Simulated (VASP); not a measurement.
# Al (Pm-3n) in VASP: further runs

Al is run at these levels: BLYP; tasks: single point, relaxation of cell and atoms.

Everything below comes from runs of VASP 6.6.1. Logs are shortened: lines on timing, memory, paths and dates and some standing lists are left out, and cuts for length are marked.

## Step 1: The cell of the first run

Symmetry: Pm-3n, No. 223, cubic system. Conventional cell: a = 5.246 Å, b = 5.246 Å, c = 5.246 Å, α = 90.00°, β = 90.00°, γ = 90.00°. Within 3.9 Å of Al (site symmetry m-3) lie 12 Al at 2.93 Å. Al (site symmetry -4m2) has 14 Al at 2.62 to 3.21 Å within 3.5 Å.

## Step 2: Single point, BLYP

The input, INCAR:

```
AGGAC = 1.0 ; AGGAX = 1.0
ALDAC = 0.0 ; ALDAX = 1.0
ALGO = Normal ; EDIFF = 1E-6
ENCUT = 500 ; GGA = B5
GGA_COMPAT = False ; ISIF = 2
ISMEAR = -1 ; LASPH = True
LCHARG = False ; LREAL = False
LWAVE = False ; NBANDS = 22
NELM = 120 ; PREC = Accurate
SIGMA = 0.1
```

The input, KPOINTS:

```
k-points
0
Gamma
  5 5 5
```

The input, POSCAR:

```
Al
1.0
    5.2458447323      0.0000000000      0.0000000000
    0.0000000000      5.2458447323      0.0000000000
    0.0000000000      0.0000000000      5.2458447323
Al
8
Direct
    1.0000000000      0.0000000000      0.0000000000
    0.5000000000      0.5000000000      0.5000000000
    0.2500000000      1.0000000000      0.5000000000
    0.7500000000      1.0000000000      0.5000000000
    0.5000000000      0.2500000000      0.0000000000
    0.5000000000      0.7500000000      1.0000000000
    0.0000000000      0.5000000000      0.2500000000
    0.0000000000      0.5000000000      0.7500000000
```

Potentials or basis: VASP PAW PBE potentials, release 64 (Al).

Run with:

```bash
cat potpaw_PBE.64/Al/POTCAR > POTCAR
mpirun -np 1 vasp_std > vasp.out
```

OUTCAR:

```text
EDIFF = 1E-6
   ENCUT = 500
   GGA = B5
   ISIF = 2
   ISMEAR = -1
   LASPH = True
   LREAL = False
   NELM = 120
   PREC = Accurate

 ion  position               nearest neighbor table
   1  0.000  0.000  0.000-   3 2.93   4 2.93   5 2.93   6 2.93   7 2.93   8 2.93   3 2.93   4 2.93
                             7 2.93   8 2.93   5 2.93   6 2.93
   2  0.500  0.500  0.500-   3 2.93   4 2.93   5 2.93   6 2.93   7 2.93   8 2.93   5 2.93   6 2.93
                             3 2.93   4 2.93   7 2.93   8 2.93
   3  0.250  0.000  0.500-   4 2.62   4 2.62   1 2.93   1 2.93   2 2.93   2 2.93   8 3.21   5 3.21
                             5 3.21   6 3.21   6 3.21   7 3.21   8 3.21   7 3.21
   4  0.750  0.000  0.500-   3 2.62   3 2.62   1 2.93   1 2.93   2 2.93   2 2.93   8 3.21   5 3.21
                             5 3.21   6 3.21   6 3.21   7 3.21   8 3.21   7 3.21
   5  0.500  0.250  0.000-   6 2.62   6 2.62   1 2.93   2 2.93   2 2.93   1 2.93   8 3.21   4 3.21
                             3 3.21   4 3.21   3 3.21   7 3.21   7 3.21   8 3.21
   6  0.500  0.750  0.000-   5 2.62   5 2.62   1 2.93   2 2.93   2 2.93   1 2.93   8 3.21   4 3.21
                             3 3.21   4 3.21   3 3.21   7 3.21   7 3.21   8 3.21
   7  0.000  0.500  0.250-   8 2.62   8 2.62   1 2.93   2 2.93   1 2.93   2 2.93   3 3.21   4 3.21
                             5 3.21   3 3.21   4 3.21   6 3.21   5 3.21   6 3.21
   8  0.000  0.500  0.750-   7 2.62   7 2.62   1 2.93   2 2.93   1 2.93   2 2.93   3 3.21   4 3.21
                             5 3.21   3 3.21   4 3.21   6 3.21   5 3.21   6 3.21

  LATTYP: Found a simple cubic cell.
 ALAT       =     5.2458447323

  Lattice vectors:

 A1 = (   5.2458447323,   0.0000000000,   0.0000000000)
 A2 = (   0.0000000000,   5.2458447323,   0.0000000000)
 A3 = (   0.0000000000,   0.0000000000,   5.2458447323)

Analysis of symmetry for initial positions (statically):
=====================================================================
 Subroutine PRICEL returns:
 Original cell was already a primitive cell.

 Routine SETGRP: Setting up the symmetry group for a
 simple cubic supercell.

 Subroutine GETGRP returns: Found 48 space group operations
 (whereof 24 operations were pure point group operations)
 out of a pool of 48 trial point group operations.

The static configuration has the point symmetry T_h .
 The point group associated with its full space group is O_h .

Analysis of symmetry for dynamics (positions and initial velocities):
=====================================================================
 Subroutine PRICEL returns:
 Original cell was already a primitive cell.

 Routine SETGRP: Setting up the symmetry group for a
 simple cubic supercell.

 Subroutine GETGRP returns: Found 48 space group operations
 (whereof 24 operations were pure point group operations)
 out of a pool of 48 trial point group operations.

The dynamic configuration has the point symmetry T_h .
 The point group associated with its full space group is O_h .

 Subroutine INISYM returns: Found 48 space group operations
 (whereof 24 operations are pure point group operations),
 and found     1 'primitive' translations

----------------------------------------------------------------------------------------

                                     Primitive cell

  volume of cell :     144.3598

  direct lattice vectors                    reciprocal lattice vectors
     5.245844732  0.000000000  0.000000000     0.190627068  0.000000000  0.000000000
     0.000000000  5.245844732  0.000000000     0.000000000  0.190627068  0.000000000
     0.000000000  0.000000000  5.245844732     0.000000000  0.000000000  0.190627068

  length of vectors
     5.245844732  5.245844732  5.245844732     0.190627068  0.190627068  0.190627068

  position of ions in fractional coordinates (direct lattice)
     0.000000000  0.000000000  0.000000000
     0.500000000  0.500000000  0.500000000
     0.250000000  0.000000000  0.500000000
     0.750000000  0.000000000  0.500000000
     0.500000000  0.250000000  0.000000000
     0.500000000  0.750000000  0.000000000
     0.000000000  0.500000000  0.250000000
     0.000000000  0.500000000  0.750000000

  ion indices of the primitive-cell ions
   primitive index   ion index
                 1           1
                 2           2
                 3           3
                 4           4
                 5           5
                 6           6
                 7           7
                 8           8

----------------------------------------------------------------------------------------

 KPOINTS: k-points

Automatic generation of k-mesh.
 Grid dimensions read from file:
 generate k-points for:    5    5    5

 Generating k-lattice:

  Cartesian coordinates                     Fractional coordinates (reciprocal lattice)
     0.038125414  0.000000000  0.000000000     0.200000000  0.000000000  0.000000000
     0.000000000  0.038125414  0.000000000     0.000000000  0.200000000  0.000000000
     0.000000000  0.000000000  0.038125414     0.000000000  0.000000000  0.200000000

  Length of vectors
     0.038125414  0.038125414  0.038125414

  Shift w.r.t. Gamma in fractional coordinates (k-lattice)
     0.000000000  0.000000000  0.000000000

 Subroutine IBZKPT returns following result:
 ===========================================

 Found     10 irreducible k-points:

 Following reciprocal coordinates:
            Coordinates               Weight
  0.000000  0.000000  0.000000      1.000000
  0.200000  0.000000  0.000000      6.000000
  0.400000  0.000000  0.000000      6.000000
  0.200000  0.200000  0.000000     12.000000
  0.400000  0.200000  0.000000     24.000000
  0.400000  0.400000  0.000000     12.000000
  0.200000  0.200000  0.200000      8.000000
  0.400000  0.200000  0.200000     24.000000
  0.400000  0.400000  0.200000     24.000000
  0.400000  0.400000  0.400000      8.000000
   k-points           NKPTS =     10   k-points in BZ     NKDIM =     10   number of bands    NBANDS=     22
   number of dos      NEDOS =    301   number of ions     NIONS =      8
   total plane-waves  NPLWV =  64000
   dimension x,y,z NGX =    40 NGY =   40 NGZ =   40
   dimension x,y,z NGXF=    80 NGYF=   80 NGZF=   80
   ions per type =               8
[... 35 lines left out ...]
  Thomas-Fermi vector in A             =   2.023107
   LORBIT       =      0    0 simple, 1 ext, 2 COOP (PROOUT), +10 PAW based schemes
   GGA     = B5    functional components
   LHFCALC =     F    Hartree Fock is set to
   AEXX    =    0.0000 exact exchange contribution
   IVDW    =     0    specifies the selected vdW correction
   LEPSILON=     F    determine dielectric tensor
   LRPA    =     F    only Hartree local field effects (RPA)
 non-spin polarized calculation
  energy-cutoff  :      500.00
  volume of cell :      144.36
 maximum number of plane-waves:      3743
 NGX is ok and might be reduce to    40
   NGX = 19   NGY = 19   NGZ = 19

 number of electron      24.0000001 magnetization

 Free energy of the ion-electron system (eV)
  ---------------------------------------------------
  ext. energy  EPLUGINS =         0.00000000
  ---------------------------------------------------
  free energy    TOTEN  =       -21.15077490 eV

  energy without entropy =      -21.00025033  energy(sigma->0) =      -21.07551262

 E-fermi :   7.6841     XC(G=0):  -9.3300

 val. band max:        7.6686472705   @ k =   0.4000   0.2000   0.2000
 cond. band min:       7.7373249937   @ k =   0.2000   0.2000   0.2000
 fundamental gap:      0.0686777232
 Fermi energy:         7.6841446771

 k-point     1 :       0.0000    0.0000    0.0000
  band No.  band energies     occupation
      1      -2.9492      2.00000
      2       2.0157      2.00000
      3       2.0166      2.00000
      4       2.0166      2.00000
      5       2.6487      2.00000
      6       2.6487      2.00000
[... 14 lines left out ...]
     21      12.3902      0.00000
     22      12.3902      0.00000

 k-point     2 :       0.2000    0.0000    0.0000
  band No.  band energies     occupation
      1      -2.7349      2.00000
      2       0.4316      2.00000
      3       2.2247      2.00000
      4       2.2248      2.00000
      5       2.8531      2.00000
      6       2.8531      2.00000
[... 14 lines left out ...]
     21      10.7573      0.00000
     22      10.7573      0.00000

 k-point     3 :       0.4000    0.0000    0.0000
  band No.  band energies     occupation
      1      -2.0942      2.00000
      2      -1.0337      2.00000
      3       2.8446      2.00000
      4       2.8474      2.00000
      5       3.4645      2.00000
      6       3.4645      2.00000
[... 14 lines left out ...]
     21      11.9999      0.00000
     22      12.0231      0.00000

 k-point     4 :       0.2000    0.2000    0.0000
  band No.  band energies     occupation
      1      -2.5209      2.00000
      2       0.6395      2.00000
      3       0.6432      2.00000
      4       2.4324      2.00000
      5       3.0571      2.00000
      6       3.7306      2.00000
[... 14 lines left out ...]
     21      11.9389      0.00000
     22      12.1335      0.00000

 k-point     5 :       0.4000    0.2000    0.0000
  band No.  band energies     occupation
      1      -1.8810      2.00000
      2      -0.8220      2.00000
      3       1.2683      2.00000
      4       2.3047      2.00000
      5       3.0509      2.00000
      6       3.6668      2.00000
[... 14 lines left out ...]
     21      11.7770      0.00000
     22      12.1905      0.00000

 k-point     6 :       0.4000    0.4000    0.0000
  band No.  band energies     occupation
      1      -1.2437      2.00000
      2      -0.1911      2.00000
      3      -0.1868      2.00000
      4       0.8586      2.00000
      5       3.6558      2.00000
      6       4.2664      2.00000
[... 14 lines left out ...]
     21      12.5094      0.00000
     22      13.1123      0.00000

 k-point     7 :       0.2000    0.2000    0.2000
  band No.  band energies     occupation
      1      -2.3072      2.00000
      2       0.8484      2.00000
      3       0.8484      2.00000
      4       0.8555      2.00000
      5       3.9042      2.00000
      6       3.9042      2.00000
[... 14 lines left out ...]
     21      12.0643      0.00000
     22      12.1526      0.00000

 k-point     8 :       0.4000    0.2000    0.2000
  band No.  band energies     occupation
      1      -1.6682      2.00000
      2      -0.6106      2.00000
      3       1.4724      2.00000
      4       1.4807      2.00000
      5       2.5016      2.00000
      6       2.5197      2.00000
[... 14 lines left out ...]
     21      12.7501      0.00000
     22      13.0666      0.00000

 k-point     9 :       0.4000    0.4000    0.2000
  band No.  band energies     occupation
      1      -1.0318      2.00000
      2       0.0189      2.00000
      3       0.0242      2.00000
      4       1.0674      2.00000
      5       2.0987      2.00000
      6       3.0985      2.00000
[... 14 lines left out ...]
     21      11.9012      0.00000
     22      11.9660      0.00000

 k-point    10 :       0.4000    0.4000    0.4000
  band No.  band energies     occupation
      1      -0.3980      2.00000
      2       0.6464      2.00000
      3       0.6464      2.00000
      4       0.6597      2.00000
      5       1.6821      2.00000
      6       1.6821      2.00000
[... 14 lines left out ...]
     21      11.7753      0.00000
     22      11.9212      0.00000

------------------------ aborting loop because EDIFF is reached ----------------------------------------

  FORCE on cell =-STRESS in cart. coord.  units (eV):
  Direction    XX          YY          ZZ          XY          YZ          ZX
  --------------------------------------------------------------------------------------
  -------------------------------------------------------------------------------------
  Total        0.0877670      0.0877670      0.0877670      0.0000000     -0.0000000     -0.0000000
  in kB        0.9740816      0.9740816      0.9740816      0.0000000     -0.0000000     -0.0000000
  external PRESSURE =       0.9740816 kB  Pullay stress =       0.0000000 kB

 VOLUME and BASIS-vectors are now :
 -----------------------------------------------------------------------------
  energy-cutoff  :      500.00
  volume of cell :      144.36
      direct lattice vectors                 reciprocal lattice vectors
     5.245844732  0.000000000  0.000000000     0.190627068  0.000000000  0.000000000
     0.000000000  5.245844732  0.000000000     0.000000000  0.190627068  0.000000000
     0.000000000  0.000000000  5.245844732     0.000000000  0.000000000  0.190627068

 POSITION                                       TOTAL-FORCE (eV/Angst)
 -----------------------------------------------------------------------------------
      0.00000      0.00000      0.00000        -0.000000      0.000000     -0.000000
      2.62292      2.62292      2.62292        -0.000000      0.000000     -0.000000
      1.31146      0.00000      2.62292        -0.000000     -0.000000     -0.000000
      3.93438      0.00000      2.62292         0.000000     -0.000000      0.000000
      2.62292      1.31146      0.00000         0.000000      0.000000      0.000000
      2.62292      3.93438      0.00000         0.000000      0.000000     -0.000000
      0.00000      2.62292      1.31146        -0.000000      0.000000      0.000000
      0.00000      2.62292      3.93438        -0.000000      0.000000     -0.000000
 -----------------------------------------------------------------------------------
    total drift:                               -0.000000      0.000000     -0.000000

  FREE ENERGIE OF THE ION-ELECTRON SYSTEM (eV)
  ---------------------------------------------------
  free  energy   TOTEN  =       -21.1507748991 eV

  energy  without entropy=      -21.0002503335  energy(sigma->0) =      -21.07551262
```

Wall time 48 s (1 thread of Intel Xeon Platinum 8259CL at 2.50GHz (Skylake/Cascade Lake), shared host); peak memory 0.22 GiB.

Results:

| Property | Result |
| --- | --- |
| Free energy | -21.1508 eV |
| Pressure | 0.1 GPa |
| Band gap on the k mesh | zero (band 12 reaches 9.51 eV, above the bottom of band 13 at 6.97 eV) |

Caveat: the PAW data sets were made with another functional, which shifts forces and pressure a little.

## Step 3: Single point, BLYP

The input, INCAR:

```
SYSTEM = Al
AGGAC = 1.0
AGGAX = 1.0
ALDAC = 0.0
ALDAX = 1.0
ALGO = Normal
EDIFF = 1E-6
ENCUT = 500
GGA = B5
GGA_COMPAT = .FALSE.
ISIF = 2
ISMEAR = -1
LASPH = .TRUE.
LCHARG = .FALSE.
LREAL = .FALSE.
LWAVE = .FALSE.
NBANDS = 22
NELM = 120
PREC = Accurate
SIGMA = 0.1
```

The input, KPOINTS:

```
k-points
0
G
  7 7 7
  0 0 0
```

POSCAR is that of step 2.

Potentials or basis: VASP PAW PBE potentials, release 64 (Al).

Run with:

```bash
cat potpaw_PBE.64/Al/POTCAR > POTCAR
mpirun -np 1 vasp_std > vasp.out
```

Wall time 77 s (1 thread of Intel Xeon Platinum 8259CL at 2.50GHz (Skylake/Cascade Lake), shared host); peak memory 0.23 GiB.

It converged, with:

```yaml
Free_energy: -21.2353 eV
Pressure: -0.1 GPa
Band_gap_on_the_k_mesh: zero (band 12 reaches 9.85 eV, above the bottom of band 13 at 6.86 eV)
```

Levels at points of the mesh, in eV from the Fermi level:
```tsv
k point	band 8	band 9	band 10	band 11	band 12	band 13	band 14	band 15	band 16	band 17
(0.00, 0.00, 0.00)	-1.22	-1.22	-0.59	-0.59	-0.59	0.37	0.44	0.44	0.44	0.48
```

Caveat: the PAW data sets were made with another functional, which shifts forces and pressure a little.

## Step 4: Relaxation of cell and atoms, BLYP

This run uses another cell than the first one, of 16.60 Å³/atom, 0.920 times its volume.

The input, INCAR:

```
  PREC = Accurate
  ENCUT = 500
  EDIFF = 1E-7
  ISMEAR = -1
  SIGMA = 0.1
  LREAL = F
  LASPH = T
  NELM = 120
  ALGO = Normal
  ISIF = 3
  LWAVE = F
  LCHARG = F
  GGA = B5
  ALDAX = 1.0
  AGGAX = 1.0
  AGGAC = 1.0
  ALDAC = 0.0
  IBRION = 2
  NSW = 80
  EDIFFG = -0.01
  GGA_COMPAT = F
  NELMIN = 4
```

The input, KPOINTS:

```
Automatic mesh
0
Gamma
  5 5 5
```

The input, POSCAR:

```
Al
1.0
    5.1021510852      0.0000000000      0.0000000000
    0.0000000000      5.1021510852      0.0000000000
    0.0000000000      0.0000000000      5.1021510852
Al
8
Direct
    0.0000000000      0.0000000000      0.0000000000
    0.5000000000      0.5000000000      0.5000000000
    0.2500000000      0.0000000000      0.5000000000
    0.7500000000      0.0000000000      0.5000000000
    0.5000000000      0.2500000000      0.0000000000
    0.5000000000      0.7500000000      0.0000000000
    0.0000000000      0.5000000000      0.2500000000
    0.0000000000      0.5000000000      0.7500000000
```

Run with:

```bash
cat potpaw_PBE.64/Al/POTCAR > POTCAR
mpirun -np 1 vasp_std > vasp.out
```

Wall time 2.1 min (1 thread of Intel Xeon Platinum 8259CL at 2.50GHz (Skylake/Cascade Lake), shared host); peak memory 0.23 GiB.

The run converged. Its results:

| Property | Result |
| --- | --- |
| Free energy | -21.1506 eV |
| Relaxed volume | 18.09 Å³/atom |
| Relaxed cell | a = 5.250 Å, b = 5.250 Å, c = 5.250 Å, α = 90.00°, β = 90.00°, γ = 90.00° |
| Space group after relaxing (to 0.05 Å) | Pm-3n (No. 223) |
| Energy gained by relaxing | 21.8 meV/atom |
| Ionic steps | 3 |
| Pressure after relaxing | 0.0 GPa |
| Band gap on the k mesh | zero (band 12 reaches 9.49 eV, above the bottom of band 13 at 6.95 eV) |

The path:
```csv
step,energy change (eV),largest force (eV/Å),pressure (GPa),volume (Å³)
1,0.0000,0.0000,5.19,132.82
2,-0.1732,0.0000,0.41,143.43
3,-0.1747,0.0000,-0.02,144.68
```

Final structure:
```cif
data_structure
_symmetry_space_group_name_H-M 'P 1'
_symmetry_Int_Tables_number 1
_cell_length_a 5.2497
_cell_length_b 5.2497
_cell_length_c 5.2497
_cell_angle_alpha 90.000
_cell_angle_beta 90.000
_cell_angle_gamma 90.000
_cell_volume 144.68
loop_
_atom_site_label
_atom_site_type_symbol
_atom_site_fract_x
_atom_site_fract_y
_atom_site_fract_z
_atom_site_occupancy
Al1 Al 0.00000 0.00000 0.00000 1
Al2 Al 0.50000 0.50000 0.50000 1
Al3 Al 0.25000 0.00000 0.50000 1
Al4 Al 0.75000 0.00000 0.50000 1
Al5 Al 0.50000 0.25000 0.00000 1
Al6 Al 0.50000 0.75000 0.00000 1
Al7 Al 0.00000 0.50000 0.25000 1
Al8 Al 0.00000 0.50000 0.75000 1
```

Levels at points of the mesh, in eV from the Fermi level:
```tsv
k point	band 8	band 9	band 10	band 11	band 12	band 13	band 14	band 15	band 16	band 17
(0.00, 0.00, 0.00)	-1.31	-1.31	-0.68	-0.68	-0.68	0.35	0.35	0.35	0.39	0.39
```

Caveat: the PAW data sets were made with another functional, which shifts forces and pressure a little.

## Step 5: Overview

| task | cell | k mesh | gap on the mesh (eV) | pressure (GPa) |
| --- | --- | --- | --- | --- |
| single point | a = 5.246 Å, 8 atoms | 5 × 5 × 5 | none | 0.1 |
| single point | a = 5.246 Å, 8 atoms | 7 × 7 × 7 | none | -0.1 |
| relaxation of cell and atoms | relaxed from a = 5.102 Å, 8 atoms | 5 × 5 × 5 | none | 0.0 |

Alike in all rows: level BLYP; potentials or basis VASP PAW PBE potentials, release 64 (Al); no spin polarisation; cutoff (eV) 500; smearing fermi-dirac 0.1 eV.

Caveats: the PAW data sets were made with another functional, which shifts forces and pressure a little.

Absolute energies hang on the potentials; compare differences alone.
